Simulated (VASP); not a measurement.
# C in VASP: notebook

Runs on C. Level: LDA. Tasks: single point, relaxation of the atoms.

All numbers are computed with VASP 6.6.1; they aren't measurements. Logs are shortened: lines on timing, memory, paths and dates and some standing lists are left out, and cuts for length are marked.

## 1. The cell of the first run

The cell holds a slab with vacuum, 2 atoms: a = 2.497 Å, b = 2.497 Å, c = 16.510 Å, α = 90.00°, β = 90.00°, γ = 120.00°.

## 2. Single point, LDA

Input file INCAR:

```
ALGO = Normal ; DIPOL = 0.5 0.5 0.500
EDIFF = 1E-7 ; ENCUT = 520
GGA = CA ; IDIPOL = 3
ISIF = 2 ; ISMEAR = -1
LASPH = True ; LCHARG = False
LDIPOL = True ; LREAL = False
LWAVE = False ; NBANDS = 11
NELM = 100 ; PREC = Accurate
SIGMA = 0.02
```

Input file KPOINTS:

```
k-points
0
Gamma
  14 14 1
```

Input file POSCAR:

```
C
1.0
    2.4973051747      0.0000000000      0.0000000000
   -1.2486525873      2.1627297223      0.0000000000
    0.0000000000      0.0000000000     16.5098000000
C
2
Direct
    0.8333333330      0.1666666670      0.4845618878
    0.1666666670      0.8333333330      0.5154381122
```

Potentials or basis: VASP PAW LDA potentials, release 64 (C).

The run is started by

```console
cat potpaw_LDA.64/C/POTCAR > POTCAR
mpirun -np 1 vasp_std > vasp.out
```

OUTCAR:

```text
EDIFF = 1E-7
   ENCUT = 520
   GGA = CA
   ISIF = 2
   ISMEAR = -1
   LASPH = True
   LREAL = False
   NELM = 100
   PREC = Accurate

 ion  position               nearest neighbor table
   1  0.833  0.167  0.485-   2 1.53   2 1.53   2 1.53
   2  0.167  0.833  0.515-   1 1.53   1 1.53   1 1.53

  LATTYP: Found a hexagonal cell.
 ALAT       =     2.4973051747
 C/A-ratio  =     6.6110462459

  Lattice vectors:

 A1 = (   2.4973051747,   0.0000000000,   0.0000000000)
 A2 = (  -1.2486525873,   2.1627297223,   0.0000000000)
 A3 = (   0.0000000000,   0.0000000000,  16.5098000000)

Analysis of symmetry for initial positions (statically):
=====================================================================
 Subroutine PRICEL returns:
 Original cell was already a primitive cell.

 Routine SETGRP: Setting up the symmetry group for a
 hexagonal supercell.

 Subroutine GETGRP returns: Found 12 space group operations
 (whereof  4 operations were pure point group operations)
 out of a pool of 24 trial point group operations.

The static configuration has the point symmetry C_2h.
 The point group associated with its full space group is D_3d.

Analysis of symmetry for dynamics (positions and initial velocities):
=====================================================================
 Subroutine PRICEL returns:
 Original cell was already a primitive cell.

 Routine SETGRP: Setting up the symmetry group for a
 hexagonal supercell.

 Subroutine GETGRP returns: Found 12 space group operations
 (whereof  4 operations were pure point group operations)
 out of a pool of 24 trial point group operations.

The dynamic configuration has the point symmetry C_2h.
 The point group associated with its full space group is D_3d.

 Subroutine INISYM returns: Found 12 space group operations
 (whereof  4 operations are pure point group operations),
 and found     1 'primitive' translations

----------------------------------------------------------------------------------------

                                     Primitive cell

  volume of cell :      89.1694

  direct lattice vectors                    reciprocal lattice vectors
     2.497305175  0.000000000  0.000000000     0.400431637  0.231189314  0.000000000
    -1.248652587  2.162729722  0.000000000     0.000000000  0.462378627  0.000000000
     0.000000000  0.000000000 16.509800000     0.000000000  0.000000000  0.060570086

  length of vectors
     2.497305175  2.497305175 16.509800000     0.462378627  0.462378627  0.060570086

  position of ions in fractional coordinates (direct lattice)
     0.833333333  0.166666667  0.484561888
     0.166666667  0.833333333  0.515438112

  ion indices of the primitive-cell ions
   primitive index   ion index
                 1           1
                 2           2

----------------------------------------------------------------------------------------

 KPOINTS: k-points

Automatic generation of k-mesh.
 Grid dimensions read from file:
 generate k-points for:   14   14    1

 Generating k-lattice:

  Cartesian coordinates                     Fractional coordinates (reciprocal lattice)
     0.028602260  0.016513522  0.000000000     0.071428571  0.000000000  0.000000000
     0.000000000  0.033027045  0.000000000     0.000000000  0.071428571  0.000000000
     0.000000000  0.000000000  0.060570086     0.000000000  0.000000000  1.000000000

  Length of vectors
     0.033027045  0.033027045  0.060570086

  Shift w.r.t. Gamma in fractional coordinates (k-lattice)
     0.000000000  0.000000000  0.000000000

 Subroutine IBZKPT returns following result:
 ===========================================

 Found     24 irreducible k-points:

 Following reciprocal coordinates:
            Coordinates               Weight
  0.000000  0.000000  0.000000      1.000000
  0.071429 -0.000000  0.000000      6.000000
  0.142857 -0.000000  0.000000      6.000000
  0.214286 -0.000000  0.000000      6.000000
  0.285714 -0.000000  0.000000      6.000000
  0.357143  0.000000  0.000000      6.000000
[... 16 lines left out ...]
  0.285714  0.285714  0.000000      6.000000
  0.357143  0.285714  0.000000      6.000000
   k-points           NKPTS =     24   k-points in BZ     NKDIM =     24   number of bands    NBANDS=     11
   number of dos      NEDOS =    301   number of ions     NIONS =      2
   total plane-waves  NPLWV =  50400
   dimension x,y,z NGX =    20 NGY =   20 NGZ =  126
   dimension x,y,z NGXF=    40 NGYF=   40 NGZF=  252
   ions per type =               2
   NGX,Y,Z   is equivalent  to a cutoff of  13.31, 13.31, 12.69 a.u.
   NGXF,Y,Z  is equivalent  to a cutoff of  26.63, 26.63, 25.38 a.u.
 SYSTEM =  unknown system
   PREC   = accura    normal or accurate (medium, high low for compatibility)
   ISTART =      0    job   : 0-new  1-cont  2-samecut
   ICHARG =      2    charge: 1-file 2-atom 10-const
   ISPIN  =      1    spin polarized calculation?
   LNONCOLLINEAR =      F non collinear calculations
   LSORBIT =      F    spin-orbit coupling
   LASPH  =      T    aspherical Exc in radial PAW
   ENCUT  =  520.0 eV  38.22 Ry    6.18 a.u.   4.64  4.64 30.70*2*pi/ulx,y,z
   NELM   =    100;   NELMIN=  2; NELMDL= -5     # of ELM steps
   EDIFF  = 0.1E-06   stopping-criterion for ELM
   LREAL  =      F    real-space projection
   EDIFFG = 0.1E-05   stopping-criterion for IOM
   NSW    =      0    number of steps for IOM
   IBRION =     -1    ionic relax: 0-MD 1-quasi-New 2-CG
   NFREE  =      0    steps in history (QN), initial steepest desc. (CG)
   ISIF   =      2    stress and relaxation
   ISYM   =      2    0-nonsym 1-usesym 2-fastsym
   POTIM  = 0.5000    time-step for ionic-motion
   TEBEG  =    0.0;   TEEND  =   0.0 temperature during run
   PSTRESS=    0.0 pullay stress
   NELECT =       8.0000    total number of electrons
   NUPDOWN=      -1.0000    fix difference up-down
   EMIN   =  10.00;   EMAX   =-10.00  energy-range for DOS
   EFERMI =   0.00;   METHOD = LEGACY
   ISMEAR =    -1;   SIGMA  =   0.02  broadening in eV -4-tet -1-fermi 0-gaus
   EFERMI_NEDOS =   21; number of points for ismear=-14 and -15
   IALGO  =     38    algorithm
   IMIX   =      4    mixing-type and parameters
     AMIX     =   0.40;   BMIX     =  1.00
     AMIX_MAG =   1.60;   BMIX_MAG =  1.00
  volume/ion in A,a.u.               =      44.58       300.87
  Fermi-wavevector in a.u.,A,eV,Ry     =   0.732880  1.384943  7.307869  0.537113
  Thomas-Fermi vector in A             =   1.825452
   LORBIT       =      0    0 simple, 1 ext, 2 COOP (PROOUT), +10 PAW based schemes
   GGA     = CA    functional components
   LHFCALC =     F    Hartree Fock is set to
   AEXX    =    0.0000 exact exchange contribution
   IVDW    =     0    specifies the selected vdW correction
   LEPSILON=     F    determine dielectric tensor
   LRPA    =     F    only Hartree local field effects (RPA)
 non-spin polarized calculation
  energy-cutoff  :      520.00
  volume of cell :       89.17
 maximum number of plane-waves:      2425
 NGX is ok and might be reduce to    20
   NGX =  9   NGY =  9   NGZ = 61

 dipolmoment           0.000000      0.000000      0.000000 electrons x Angstroem

 number of electron       8.0000000 magnetization

 dipolmoment           0.000000      0.000000     -0.000000 electrons x Angstroem

 Free energy of the ion-electron system (eV)
  ---------------------------------------------------
  ext. energy  EPLUGINS =         0.00000000
  ---------------------------------------------------
  free energy    TOTEN  =       -17.81601663 eV

  energy without entropy =      -17.81601663  energy(sigma->0) =      -17.81601663

 E-fermi :  -3.3200     XC(G=0):  -2.7629

 val. band max:       -3.7618300592   @ k =   0.3571   0.2857   0.0000
 cond. band min:      -2.9067592680   @ k =   0.3571   0.2857   0.0000
 fundamental gap:      0.8550707911
 Fermi energy:        -3.3199825133

 k-point     1 :       0.0000    0.0000    0.0000
  band No.  band energies     occupation
      1     -21.1268      2.00000
      2      -9.9200      2.00000
      3      -3.9594      2.00000
      4      -3.9594      2.00000
      5      -1.2518      0.00000
      6       1.7178      0.00000
      7       1.9476      0.00000
      8       3.2620      0.00000
      9       3.6794      0.00000
     10       5.0175      0.00000
     11       5.0175      0.00000

 k-point     2 :       0.0714   -0.0000    0.0000
  band No.  band energies     occupation
      1     -21.0049      2.00000
      2      -9.7907      2.00000
      3      -4.4986      2.00000
      4      -4.2085      2.00000
      5      -1.1535      0.00000
      6       1.8791      0.00000
      7       2.1027      0.00000
      8       3.3781      0.00000
      9       3.8405      0.00000
     10       5.0168      0.00000
     11       5.4002      0.00000

 k-point     3 :       0.1429   -0.0000    0.0000
  band No.  band energies     occupation
      1     -20.6402      2.00000
      2      -9.4089      2.00000
      3      -5.8714      2.00000
      4      -4.8203      2.00000
      5      -0.8888      0.00000
      6       2.3599      0.00000
      7       2.5594      0.00000
      8       3.6867      0.00000
      9       4.3193      0.00000
     10       4.9594      0.00000
     11       6.3750      0.00000
[... 267 lines left out ...]
 k-point    23 :       0.2857    0.2857    0.0000
  band No.  band energies     occupation
      1     -15.5907      2.00000
      2     -13.0147      2.00000
      3     -10.8691      2.00000
      4      -4.4830      2.00000
      5      -2.2958      0.00000
      6       5.3595      0.00000
      7       7.9965      0.00000
      8       9.5011      0.00000
      9       9.9234      0.00000
     10      10.7836      0.00000
     11      10.7998      0.00000

 k-point    24 :       0.3571    0.2857    0.0000
  band No.  band energies     occupation
      1     -14.6225      2.00000
      2     -13.8591      2.00000
      3     -11.2653      2.00000
      4      -3.7618      2.00000
      5      -2.9068      0.00000
      6       5.0791      0.00000
      7       9.7780      0.00000
      8       9.7996      0.00000
      9      10.8467      0.00000
     10      11.2800      0.00000
     11      11.7066      0.00000

------------------------ aborting loop because EDIFF is reached ----------------------------------------

 vacuum level on the upper side and lower side of the slab       (xc-potential included)        -0.086        -0.086

  FORCE on cell =-STRESS in cart. coord.  units (eV):
  Direction    XX          YY          ZZ          XY          YZ          ZX
  --------------------------------------------------------------------------------------
  -------------------------------------------------------------------------------------
  Total       -1.9103348     -1.9103348     -4.5917230     -0.0000000      0.0000000      0.0000000
  in kB      -34.3245136    -34.3245136    -82.5031609     -0.0000000      0.0000000      0.0000000
  external PRESSURE =     -50.3840627 kB  Pullay stress =       0.0000000 kB

 VOLUME and BASIS-vectors are now :
 -----------------------------------------------------------------------------
  energy-cutoff  :      520.00
  volume of cell :       89.17
      direct lattice vectors                 reciprocal lattice vectors
     2.497305175  0.000000000  0.000000000     0.400431637  0.231189314  0.000000000
    -1.248652587  2.162729722  0.000000000     0.000000000  0.462378627  0.000000000
     0.000000000  0.000000000 16.509800000     0.000000000  0.000000000  0.060570086

 POSITION                                       TOTAL-FORCE (eV/Angst)
 -----------------------------------------------------------------------------------
      1.87298      0.36045      8.00002        -0.000000      0.000000      8.982945
     -0.62433      1.80227      8.50978         0.000000     -0.000000     -8.982945
 -----------------------------------------------------------------------------------
    total drift:                                0.000000      0.000000     -0.000000

  FREE ENERGIE OF THE ION-ELECTRON SYSTEM (eV)
  ---------------------------------------------------
  free  energy   TOTEN  =       -17.8160166306 eV

  energy  without entropy=      -17.8160166305  energy(sigma->0) =      -17.81601663

 vacuum level on the upper side and lower side of the slab         1.791         1.791
```

Run time: 26 s. Hardware: 1 thread of Intel Xeon 6975P-C (Granite Rapids), shared host; peak memory 0.16 GiB.

What came out:

| Quantity | Value |
| --- | --- |
| Free energy | -17.8160 eV |
| Largest force | 8.983 eV/Å |
| Band gap on the k mesh | 0.85 eV, direct |

Forces on the atoms (eV/Å):
```
C    0.000  0.000  8.983
C    0.000  0.000 -8.983
```

## 3. Relaxation of the atoms, LDA

Input file INCAR:

```
ALGO = Normal ; DIPOL = 0.5 0.5 0.500
EDIFF = 1E-6 ; EDIFFG = -0.01
ENCUT = 520 ; GGA = CA
IBRION = 2 ; IDIPOL = 3
ISIF = 2 ; ISMEAR = -1
LASPH = True ; LCHARG = False
LDIPOL = True ; LREAL = False
LWAVE = False ; NELM = 60
NSW = 60 ; PREC = Accurate
SIGMA = 0.02
```

KPOINTS is that of step 2.

POSCAR is that of step 2.

Potentials or basis: VASP PAW LDA potentials, release 64 (C).

The run is started by

```console
cat potpaw_LDA.64/C/POTCAR > POTCAR
mpirun -np 1 vasp_std > vasp.out
```

OUTCAR:

```text
EDIFF = 1E-6
   EDIFFG = -0.01
   ENCUT = 520
   GGA = CA
   IBRION = 2
   ISIF = 2
   ISMEAR = -1
   LASPH = True
   LREAL = False
   NELM = 60
   NSW = 60
   PREC = Accurate

 ion  position               nearest neighbor table
   1  0.833  0.167  0.485-   2 1.53   2 1.53   2 1.53
   2  0.167  0.833  0.515-   1 1.53   1 1.53   1 1.53

  LATTYP: Found a hexagonal cell.
 ALAT       =     2.4973051747
 C/A-ratio  =     6.6110462459

  Lattice vectors:

 A1 = (   2.4973051747,   0.0000000000,   0.0000000000)
 A2 = (  -1.2486525873,   2.1627297223,   0.0000000000)
 A3 = (   0.0000000000,   0.0000000000,  16.5098000000)

Analysis of symmetry for initial positions (statically):
=====================================================================
 Subroutine PRICEL returns:
 Original cell was already a primitive cell.

 Routine SETGRP: Setting up the symmetry group for a
 hexagonal supercell.

 Subroutine GETGRP returns: Found 12 space group operations
 (whereof  4 operations were pure point group operations)
 out of a pool of 24 trial point group operations.

The static configuration has the point symmetry C_2h.
 The point group associated with its full space group is D_3d.
[... 344 lines left out ...]
--------------------------------------- Ionic step       16  -------------------------------------------

 number of electron       8.0000000 magnetization

 dipolmoment           0.000000      0.000000     -0.000000 electrons x Angstroem

 Free energy of the ion-electron system (eV)
  ---------------------------------------------------
  ext. energy  EPLUGINS =         0.00000000
  ---------------------------------------------------
  free energy    TOTEN  =       -20.12167768 eV

  energy without entropy =      -20.12167768  energy(sigma->0) =      -20.12167768

 E-fermi :  -2.9595     XC(G=0):  -2.6602

 val. band max:       -3.4148884813   @ k =   0.3571   0.2857   0.0000
 cond. band min:      -2.2433870541   @ k =   0.3571   0.2857   0.0000
 fundamental gap:      1.1715014272
 Fermi energy:        -2.9594800927

 k-point     1 :       0.0000    0.0000    0.0000
  band No.  band energies     occupation
      1     -21.8183      2.00000
      2     -10.2060      2.00000
      3      -5.8681      2.00000
      4      -5.8681      2.00000
      5       0.7017      0.00000
      6       1.7034      0.00000
      7       2.1317      0.00000
      8       3.5864      0.00000
[... 243 lines left out ...]
 k-point    24 :       0.3571    0.2857    0.0000
  band No.  band energies     occupation
      1     -15.5226      2.00000
      2     -14.8744      2.00000
      3     -12.8470      2.00000
      4      -3.4149      2.00000
      5      -2.2434      0.00000
      6       7.5944      0.00000
      7       9.4988      0.00000
      8       9.5632      0.00000

------------------------ aborting loop because EDIFF is reached ----------------------------------------

 vacuum level on the upper side and lower side of the slab       (xc-potential included)        -0.043        -0.043

  FORCE on cell =-STRESS in cart. coord.  units (eV):
  Direction    XX          YY          ZZ          XY          YZ          ZX
  --------------------------------------------------------------------------------------
  -------------------------------------------------------------------------------------
  Total       -2.7152916     -2.7152916     -0.0126423     -0.0000000      0.0000000      0.0000000
  in kB      -48.7878164    -48.7878164     -0.2271547     -0.0000000      0.0000000      0.0000000
  external PRESSURE =     -32.6009292 kB  Pullay stress =       0.0000000 kB
[... 17 lines left out ...]
  FREE ENERGIE OF THE ION-ELECTRON SYSTEM (eV)
  ---------------------------------------------------
  free  energy   TOTEN  =       -20.1216776801 eV

  energy  without entropy=      -20.1216776801  energy(sigma->0) =      -20.12167768

 reached required accuracy - stopping structural energy minimisation

 vacuum level on the upper side and lower side of the slab         1.803         1.803
```

CONTCAR:

```text
C
   1.00000000000000
     2.4973051747000001    0.0000000000000000    0.0000000000000000
    -1.2486525873000001    2.1627297222999999    0.0000000000000000
     0.0000000000000000    0.0000000000000000   16.5097999999999985
  C
     2
Direct
     0.8333333329999988    0.1666666670000012    0.4999999361184439
     0.1666666670000012    0.8333333329999988    0.5000000638815562

  0.00000000E+00  0.00000000E+00  0.00000000E+00
  0.00000000E+00  0.00000000E+00  0.00000000E+00
```

Run time: 63 s. Hardware: 1 thread of Intel Xeon 6975P-C (Granite Rapids), shared host; peak memory 0.16 GiB.

Results:

| Quantity | Value |
| --- | --- |
| Free energy | -20.1217 eV |
| Energy gained by relaxing | 1152.8 meV/atom |
| Ionic steps | 16 |
| Band gap on the k mesh | 1.17 eV, direct |

Step by step:
```
step  energy change (eV)  largest force (eV/Å)  pressure (GPa)
   1              0.0000                8.9829           -5.04
   2             -1.1726                6.3434           -4.31
   3             -2.3057                0.0170           -3.26
   4             -2.3049                0.1647           -3.26
   5             -2.3049                0.1598           -3.26
   6             -2.3051                0.1456           -3.26
   7             -2.3051                0.1454           -3.26
   8             -2.3051                0.1450           -3.26
   9             -2.3051                0.1440           -3.26
  10             -2.3051                0.1421           -3.26
  11             -2.3051                0.1383           -3.26
  12             -2.3052                0.1307           -3.26
  13             -2.3053                0.1155           -3.26
  14             -2.3055                0.0852           -3.26
  15             -2.3056                0.0246           -3.26
  16             -2.3057                0.0000           -3.26
```

Final structure:
```
C
1.0
     2.49731    0.00000    0.00000
    -1.24865    2.16273    0.00000
     0.00000    0.00000   16.50980
C
2
Direct
  0.83333 0.16667 0.50000
  0.16667 0.83333 0.50000
```

Levels at points of the mesh, in eV from the valence-band top:
```tsv
k point	band 2	band 3	band 4	band 5	band 6	band 7
(0.00, 0.00, 0.00)	-6.79	-2.45	-2.45	4.12	5.12	5.55
(0.50, 0.00, 0.00)	-12.31	-5.71	-1.68	2.21	7.67	11.72
```
